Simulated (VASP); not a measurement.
# In3Sb2As (P6_3mc) in VASP: single point with PBE

Aim: the single point of In3Sb2As with PBE.

Everything below comes from runs of VASP 6.6.1. Logs are shortened: lines on timing, memory, paths and dates and some standing lists are left out, and cuts for length are marked.

## 1. The cell of the first run

The structure is hexagonal, space group P6_3mc (No. 186). Conventional cell: a = 4.578 Å, b = 4.578 Å, c = 22.590 Å, α = 90.00°, β = 90.00°, γ = 120.00°. In (site symmetry 3m) has 1 As at 2.69 Å and 3 Sb at 2.84 Å within 3.6 Å. In (site symmetry 3m) has 4 Sb at 2.83 to 2.87 Å within 3.7 Å. Within 3.6 Å of In (site symmetry 3m) lie 3 As at 2.76 Å and 1 Sb at 2.89 Å. Sb (site symmetry 3m) has 4 In at 2.84 to 2.87 Å within 3.7 Å. Within 3.7 Å of Sb (site symmetry 3m) lie 4 In at 2.83 to 2.89 Å. As (site symmetry 3m) has 4 In at 2.69 to 2.76 Å within 3.6 Å.

## 2. Single point, PBE

INCAR

```
PREC = Accurate
ENCUT = 520
EDIFF = 1E-6
ISMEAR = 0
SIGMA = 0.01
LREAL = F
LASPH = T
NELM = 100
ALGO = Fast
ISIF = 2
LWAVE = F
LCHARG = F
GGA = PE
NBANDS = 66
```

KPOINTS

```
Automatic mesh
0
Gamma
  12 12 2
```

POSCAR

```
In3Sb2As
1.0
    4.5782871008      0.0000000000      0.0000000000
   -2.2891435504      3.9649129351      0.0000000000
    0.0000000000      0.0000000000     22.5899168553
In Sb As
6 4 2
Direct
    0.6666666667      0.3333333333      0.1729432829
    0.6666666667      0.3333333333      0.5004311263
    0.6666666667      0.3333333333      0.8274172621
    0.3333333333      0.6666666667      0.0004311263
    0.3333333333      0.6666666667      0.3274172621
    0.3333333333      0.6666666667      0.6729432829
    0.6666666667      0.3333333333      0.6274210032
    0.6666666667      0.3333333333      0.9551601453
    0.3333333333      0.6666666667      0.1274210032
    0.3333333333      0.6666666667      0.4551601453
    0.6666666667      0.3333333333      0.2921271401
    0.3333333333      0.6666666667      0.7921271401
```

Potentials or basis: VASP PAW PBE potentials, release 64 (In_d, Sb, As).

On the command line:

```
$ cat potpaw_PBE.64/In_d/POTCAR potpaw_PBE.64/Sb/POTCAR potpaw_PBE.64/As/POTCAR > POTCAR
$ mpirun -np 1 vasp_std > vasp.out
```

OUTCAR:

```text
PREC = Accurate
   ENCUT = 520
   EDIFF = 1E-6
   ISMEAR = 0
   LREAL = F
   LASPH = T
   NELM = 100
   ISIF = 2
   GGA = PE

 ion  position               nearest neighbor table
   1  0.667  0.333  0.173-  11 2.69   9 2.84   9 2.84   9 2.84
   2  0.667  0.333  0.500-  10 2.83  10 2.83  10 2.83   7 2.87
   3  0.667  0.333  0.827-  12 2.76  12 2.76  12 2.76   8 2.89
   4  0.333  0.667  0.000-   8 2.83   8 2.83   8 2.83   9 2.87
   5  0.333  0.667  0.327-  11 2.76  11 2.76  11 2.76  10 2.89
   6  0.333  0.667  0.673-  12 2.69   7 2.84   7 2.84   7 2.84
   7  0.667  0.333  0.627-   6 2.84   6 2.84   6 2.84   2 2.87
   8  0.667  0.333  0.955-   4 2.83   4 2.83   4 2.83   3 2.89
   9  0.333  0.667  0.127-   1 2.84   1 2.84   1 2.84   4 2.87
  10  0.333  0.667  0.455-   2 2.83   2 2.83   2 2.83   5 2.89
  11  0.667  0.333  0.292-   1 2.69   5 2.76   5 2.76   5 2.76
  12  0.333  0.667  0.792-   6 2.69   3 2.76   3 2.76   3 2.76

  LATTYP: Found a hexagonal cell.
 ALAT       =     4.5782871008
 C/A-ratio  =     4.9341416032

  Lattice vectors:

 A1 = (   4.5782871008,   0.0000000000,   0.0000000000)
 A2 = (  -2.2891435504,   3.9649129351,   0.0000000000)
 A3 = (   0.0000000000,   0.0000000000,  22.5899168553)

Analysis of symmetry for initial positions (statically):
=====================================================================
 Subroutine PRICEL returns:
 Original cell was already a primitive cell.

 Routine SETGRP: Setting up the symmetry group for a
 hexagonal supercell.

 Subroutine GETGRP returns: Found 12 space group operations
 (whereof  6 operations were pure point group operations)
 out of a pool of 24 trial point group operations.

The static configuration has the point symmetry C_3v.
 The point group associated with its full space group is C_6v.

Analysis of symmetry for dynamics (positions and initial velocities):
=====================================================================
 Subroutine PRICEL returns:
 Original cell was already a primitive cell.

 Routine SETGRP: Setting up the symmetry group for a
 hexagonal supercell.

 Subroutine GETGRP returns: Found 12 space group operations
 (whereof  6 operations were pure point group operations)
 out of a pool of 24 trial point group operations.

The dynamic configuration has the point symmetry C_3v.
[... 123 lines left out ...]
   NSW    =      0    number of steps for IOM
   IBRION =     -1    ionic relax: 0-MD 1-quasi-New 2-CG
   NFREE  =      0    steps in history (QN), initial steepest desc. (CG)
   ISIF   =      2    stress and relaxation
   ISYM   =      2    0-nonsym 1-usesym 2-fastsym
   POTIM  = 0.5000    time-step for ionic-motion
   TEBEG  =    0.0;   TEEND  =   0.0 temperature during run
   PSTRESS=    0.0 pullay stress
   NELECT =     108.0000    total number of electrons
   NUPDOWN=      -1.0000    fix difference up-down
   EMIN   =  10.00;   EMAX   =-10.00  energy-range for DOS
   EFERMI =   0.00;   METHOD = LEGACY
   ISMEAR =     0;   SIGMA  =   0.01  broadening in eV -4-tet -1-fermi 0-gaus
   EFERMI_NEDOS =   21; number of points for ismear=-14 and -15
   IALGO  =     68    algorithm
   IMIX   =      4    mixing-type and parameters
     AMIX     =   0.40;   BMIX     =  1.00
     AMIX_MAG =   1.60;   BMIX_MAG =  1.00
  volume/ion in A,a.u.               =      34.17       230.60
  Fermi-wavevector in a.u.,A,eV,Ry     =   1.049379  1.983039 14.982681  1.101196
  Thomas-Fermi vector in A             =   2.184339
   LORBIT       =      0    0 simple, 1 ext, 2 COOP (PROOUT), +10 PAW based schemes
   GGA     = PE    functional components
   LHFCALC =     F    Hartree Fock is set to
   AEXX    =    0.0000 exact exchange contribution
   IVDW    =     0    specifies the selected vdW correction
   LEPSILON=     F    determine dielectric tensor
   LRPA    =     F    only Hartree local field effects (RPA)
 non-spin polarized calculation
 RMM-DIIS sequential band-by-band and
 Gauss-broadening in eV      SIGMA  =   0.01
  energy-cutoff  :      520.00
  volume of cell :      410.06
 maximum number of plane-waves:     11119
 NGX is ok and might be reduce to    36
   NGX = 17   NGY = 17   NGZ = 85

 number of electron     108.0000004 magnetization

 Free energy of the ion-electron system (eV)
  ---------------------------------------------------
  ext. energy  EPLUGINS =         0.00000000
  ---------------------------------------------------
  free energy    TOTEN  =       -42.87878318 eV

  energy without entropy =      -42.87870003  energy(sigma->0) =      -42.87874160

 E-fermi :   4.3385     XC(G=0):  -8.5064

 val. band max:        4.3383768170   @ k =   0.0000   0.0000   0.5000
 cond. band min:       4.4048490185   @ k =   0.0000   0.0000   0.0000
 fundamental gap:      0.0664722014
 Fermi energy:         4.3385281136

 k-point     1 :       0.0000    0.0000    0.0000
  band No.  band energies     occupation
      1     -10.3492      2.00000
      2     -10.3491      2.00000
      3     -10.2974      2.00000
      4     -10.2974      2.00000
      5     -10.2974      2.00000
      6     -10.2974      2.00000
[... 1645 lines left out ...]
     65       8.3500      0.00000
     66       8.3779      0.00000

 [... further k-points ...]
[... 5 lines left out ...]
  --------------------------------------------------------------------------------------
  -------------------------------------------------------------------------------------
  Total        0.0013877      0.0013877      0.0081477      0.0000000      0.0000000      0.0000000
  in kB        0.0054219      0.0054219      0.0318344      0.0000000      0.0000000      0.0000000
  external PRESSURE =       0.0142261 kB  Pullay stress =       0.0000000 kB

 VOLUME and BASIS-vectors are now :
 -----------------------------------------------------------------------------
  energy-cutoff  :      520.00
  volume of cell :      410.06
      direct lattice vectors                 reciprocal lattice vectors
     4.578287101  0.000000000  0.000000000     0.218422300  0.126106174  0.000000000
    -2.289143550  3.964912935  0.000000000     0.000000000  0.252212348  0.000000000
     0.000000000  0.000000000 22.589916855     0.000000000  0.000000000  0.044267538

 POSITION                                       TOTAL-FORCE (eV/Angst)
 -----------------------------------------------------------------------------------
      2.28914      1.32164      3.90677        -0.000000     -0.000000     -0.004456
      2.28914      1.32164     11.30470        -0.000000     -0.000000     -0.000263
      2.28914      1.32164     18.69129        -0.000000     -0.000000      0.003001
     -0.00000      2.64328      0.00974         0.000000     -0.000000     -0.000263
     -0.00000      2.64328      7.39633         0.000000     -0.000000      0.003001
     -0.00000      2.64328     15.20173         0.000000      0.000000     -0.004456
      2.28914      1.32164     14.17339        -0.000000     -0.000000     -0.000462
      2.28914      1.32164     21.57699        -0.000000      0.000000      0.001987
     -0.00000      2.64328      2.87843         0.000000     -0.000000     -0.000462
     -0.00000      2.64328     10.28203        -0.000000     -0.000000      0.001987
      2.28914      1.32164      6.59913        -0.000000     -0.000000      0.000193
     -0.00000      2.64328     17.89409        -0.000000      0.000000      0.000193
 -----------------------------------------------------------------------------------
    total drift:                               -0.000001     -0.000000     -0.000156

  FREE ENERGIE OF THE ION-ELECTRON SYSTEM (eV)
  ---------------------------------------------------
  free  energy   TOTEN  =       -42.8787831768 eV

  energy  without entropy=      -42.8787000306  energy(sigma->0) =      -42.87874160
```

OSZICAR:

```text
N       E                     dE             d eps       ncg     rms          rms(c)
DAV:   1     0.104550855252E+04    0.10455E+04   -0.45601E+04  5016   0.169E+03
DAV:   2     0.101584034987E+03   -0.94392E+03   -0.92093E+03  5056   0.440E+02
DAV:   3    -0.343845952061E+02   -0.13597E+03   -0.13089E+03  5750   0.187E+02
DAV:   4    -0.434232826338E+02   -0.90387E+01   -0.89428E+01  6040   0.479E+01
[... 13 lines left out ...]
RMM:  18    -0.428787946672E+02    0.15641E-05   -0.56788E-06  4988   0.110E-02    0.261E-01
RMM:  19    -0.428787927005E+02    0.19667E-05   -0.18222E-06  3401   0.858E-03    0.230E-01
RMM:  20    -0.428787864707E+02    0.62298E-05   -0.47223E-06  4741   0.101E-02    0.130E-01
RMM:  21    -0.428787840668E+02    0.24039E-05   -0.22093E-06  3806   0.689E-03    0.823E-02
RMM:  22    -0.428787831768E+02    0.88998E-06   -0.10771E-06  3235   0.696E-03
   1 F= -.42878783E+02 E0= -.42878742E+02  d E =-.831462E-04
```

stdout:

```text
POSCAR found type information on POSCAR InSbAs
 POSCAR found :  3 types and      12 ions
 scaLAPACK will be used
 LDA part: xc-table for (Slater+PW92), standard interpolation
 POSCAR, INCAR and KPOINTS ok, starting setup
 FFT: planning ... GRIDC
 FFT: planning ... GRID_SOFT
 FFT: planning ... GRID
 WAVECAR not read
 entering main loop
```

Wall time 63 min (1 thread of Oxide Virtual Turin-like, shared host); peak memory 1 GiB.

Results:

| Property | Result |
| --- | --- |
| Free energy | -42.8788 eV |
| Pressure | 0.0 GPa |
| Largest force | 0.004 eV/Å |
| Band gap on the k mesh | zero (filled and empty bands touch) |

Forces in eV/Å, atoms in the order of the input:
```
In   0.000  0.000 -0.004
In   0.000  0.000  0.000
In   0.000  0.000  0.003
In   0.000  0.000  0.000
In   0.000  0.000  0.003
In   0.000  0.000 -0.004
Sb   0.000  0.000  0.000
Sb   0.000  0.000  0.002
Sb   0.000  0.000  0.000
Sb   0.000  0.000  0.002
As   0.000  0.000  0.000
As   0.000  0.000  0.000
```

Caveat: semilocal functionals underestimate gaps, and a narrow one can read as zero; spin-orbit coupling is left out, which moves the levels of the heavy elements.

The gap in the log of VASP goes by the Fermi energy; the results here count the filled bands.